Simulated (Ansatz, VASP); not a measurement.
Two plane-wave programs on MgCd3O4

```xyz
8
Lattice="3.2759 0.0000 0.0000 0.0000 4.6667 0.0000 0.0000 0.0000 6.6427" Properties=species:S:1:pos:R:3 pbc="T T T"
Mg    0.0000    0.0000    0.0000
Cd    1.6379    2.3334    1.6238
Cd    0.0000    0.0000    3.3214
Cd    1.6379    2.3334    5.0189
O     0.0000    2.3334    0.0000
O     1.6379    0.0000    1.4861
O     0.0000    2.3334    3.3214
O     1.6379    0.0000    5.1566
```

Alike in both runs: functional PBE; k mesh 12 × 8 × 6; occupations gaussian, width 0.1 eV; no spin polarisation.

Ansatz relaxed the structure, and its values are those at the end. VASP's run is a single point on that final structure, the one shown.

|  | VASP | Ansatz |
| --- | --- | --- |
| version | VASP 6.6.1 | Ansatz 0.2.0 |
| potentials or method | VASP PAW PBE potentials, release 64 (Mg, Cd, O), cutoff 520 eV | scalar-relativistic, plane waves, PAW |
| valence electrons in the cell | 62 | 94 |

```tsv
	VASP	Ansatz	Ansatz less VASP
gap on the k mesh at the Fermi level (eV)	none	none	-
pressure (GPa)	1.0	0.0	-0.96
rms of the force components (eV/Å)	0.019	0.001	-0.0186
```

A gap of «none» marks a metal or a gap that the smearing closes. VASP's potentials hold 62 valence electrons a cell and Ansatz's 94, so a difference there can come from the potentials and not from the codes.
